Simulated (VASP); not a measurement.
## Al: single point with PBE

Crystal: Al.

```
Al
1.0
     3.58474    0.00000    0.00000
    -1.79237    3.10447    0.00000
     0.00000    0.00000    4.68830
Al
4
Cartesian
  0.0000 0.0000 0.0000
  0.0000 0.0000 2.3441
  0.0000 2.0696 1.1721
  1.7924 1.0348 3.5162
```

This cell differs from its parent crystal: volume scaled by 0.65.

- Program: VASP 6.6.1
- Task: single point
- Functional: PBE
- Potentials or basis: VASP PAW PBE potentials, release 64 (Al)
- Cutoff: 520 eV
- k mesh: 10 × 10 × 7
- Occupations: fermi-dirac, width 0.05 eV
- Spin: no spin polarisation
- Dipole correction: no
- Further INCAR settings: ALGO = Normal; EDIFF = 1e-06; NBANDS = 14

The pressure is 63.0 GPa and the band gap on the k mesh is zero (band 6 reaches 12.11 eV, above the bottom of band 7 at 8.52 eV).

Stress tensor (GPa, compression positive):
```
62.99  0.00  0.00
 0.00 62.99  0.00
 0.00  0.00 63.16
```

Levels at points of the mesh, in eV from the Fermi level:
```csv
k point,band 3,band 4,band 5,band 6,band 7,band 8,band 9,band 10
"(0.00, 0.00, 0.00)",-6.08,0.00,0.00,1.28,1.28,3.06,5.38,5.38
"(0.50, 0.00, 0.00)",-4.14,-2.79,-2.66,-2.24,-1.90,-0.36,2.87,3.32
```

Wall time 28 s on 1 thread of Intel(R) Xeon(R) Platinum 8488C (Sapphire Rapids) (shared host), peak memory 0.18 GiB.
